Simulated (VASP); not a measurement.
Set up this calculation in VASP 6.6.1, as the native input.

```yaml
Task: single point
Functional: LDA
Potentials_or_basis: VASP PAW LDA potentials, release 64 (Ba_sv, Te)
Cutoff: 520 eV
k_mesh: 6 × 6 × 6
Occupations: gaussian, width 0.05 eV
Spin: no spin polarisation
Dipole_correction: no
Further_INCAR_settings: ALGO = Normal; EDIFF = 1e-06; NBANDS = 15
```

The structure of BaTe lies in POSCAR:

```
BaTe
1.0
    4.4755893000      0.0000000000      0.0000000000
    0.0000000000      4.4755893000      0.0000000000
    0.0000000000      0.0000000000      4.0493427000
Ba Te
1 1
Direct
    0.0000000000      0.0000000000      0.0000000000
    0.5000000000      0.5000000000      0.5000000000
```

This cell differs from its parent crystal: strain +0.050 along x and y, -0.050 along z.

One way to write it, as run:

INCAR

```
SYSTEM = BaTe
  ALGO = Normal
  EDIFF = 1E-6
  ENCUT = 520
  ISIF = 2
  ISMEAR = 0
  LASPH = .TRUE.
  LCHARG = .FALSE.
  LREAL = .FALSE.
  LWAVE = .FALSE.
  NBANDS = 15
  NELM = 80
  PREC = Accurate
  SIGMA = 0.05
```

KPOINTS

```
k-points
0
G
  6 6 6
  0 0 0
```

Potentials or basis: VASP PAW LDA potentials, release 64 (Ba_sv, Te).

The run is started by

```bash
$ cat potpaw_LDA.64/Ba_sv/POTCAR potpaw_LDA.64/Te/POTCAR > POTCAR
$ mpirun -np 1 vasp_std > vasp.out
```

Results of the run:

The pressure is -3.9 GPa.

Caveat: the cell differs from its parent crystal (strain +0.050 along x and y, -0.050 along z).

Run time: 22 s on 1 thread of Intel(R) Xeon(R) Platinum 8488C (Sapphire Rapids), on a shared host, peak memory 0.19 GiB.
